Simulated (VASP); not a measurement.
Set up this calculation in VASP 6.6.1, as the native input.

```yaml
Task: single point
Functional: PBE
Potentials_or_basis: VASP PAW PBE potentials, release 64 (Ti_sv, Pb_d, O)
Cutoff: 600 eV
k_mesh: 6 × 6 × 6
Occupations: gaussian, width 0.01 eV
Spin: no spin polarisation
Dipole_correction: no
Further_INCAR_settings: ALGO = Normal; EDIFF = 1e-06; NBANDS = 30
```

The structure of TiPbO3 lies in POSCAR:

```
TiPbO3
1.0
    3.8642277125      0.0000000000      0.0000000000
    0.0000000000      3.8642277125      0.0000000000
    0.0000000000      0.0000000000      4.1126791609
Ti Pb O
1 1 3
Direct
    0.5000000000      0.5000000000      0.5382000000
    0.0000000000      0.0000000000      0.0000000000
    0.5000000000      0.5000000000      0.1130000000
    0.5000000000      0.0000000000      0.6150000000
    0.0000000000      0.5000000000      0.6150000000
```

One way to write it, as run:

INCAR

```
SYSTEM = TiPbO3
PREC = Accurate
ENCUT = 600
EDIFF = 1E-6
ISMEAR = 0
SIGMA = 0.01
LREAL = .FALSE.
LASPH = .TRUE.
NELM = 120
ALGO = Normal
ISIF = 2
LWAVE = .FALSE.
LCHARG = .TRUE.
GGA = PE
LELF = .TRUE.
LVHAR = .TRUE.
NBANDS = 30
GGA_COMPAT = .FALSE.
```

KPOINTS

```
regular mesh
0
G
  6 6 6
  0 0 0
```

Potentials or basis: VASP PAW PBE potentials, release 64 (Ti_sv, Pb_d, O).

Launch:

```sh
$ cat potpaw_PBE.64/Ti_sv/POTCAR potpaw_PBE.64/Pb_d/POTCAR potpaw_PBE.64/O/POTCAR > POTCAR
$ mpirun -np 1 vasp_std > vasp.out
```

It gave:

| Property | Result |
| --- | --- |
| Pressure | 10.7 GPa |
| Largest force | 0.845 eV/Å |
| Band gap on the k mesh | 1.72 eV (least direct gap 2.13 eV) |

Caveat: the cell stands under pressure; spin-orbit coupling is left out, which moves the levels of the heavy elements.

Run time: 2.1 min on 1 thread of Intel Xeon 8259CL (shared host), peak memory 0.24 GiB.
